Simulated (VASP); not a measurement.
Crystal: KI.

```
I K
1.0
     0.00000    3.50906    3.50906
     3.50906    0.00000    3.50906
     3.50906    3.50906    0.00000
I K
1 1
Direct
  0.50000 0.50000 0.50000
  0.00000 0.00000 0.00000
```

Base run:

```yaml
Program: VASP 6.6.1
Functional: r2SCAN
Potentials_or_basis: VASP PAW PBE potentials, release 64 (I, K_sv)
Cutoff: 520 eV
k_mesh: 7 × 7 × 7
Occupations: fermi-dirac, width 0.05 eV
Spin: no spin polarisation
```

Its results: band gap on the k mesh 4.66 eV, direct; pressure 0.4 GPa.

**Question.** The run is repeated on the same cell with these changes: functional from r2SCAN to PBEsol. What comes out?

**Answer.** Band gap on the k mesh 3.86 eV, direct; pressure 0.0 GPa.

r2SCAN gives the wider gap, since meta-GGAs in the generalised Kohn-Sham scheme recover part of the derivative discontinuity.

Caveats: the PAW data sets were made with another functional, which shifts forces and pressure a little; spin-orbit coupling is left out, which moves the levels of the heavy elements.

A k mesh can miss the band edges.
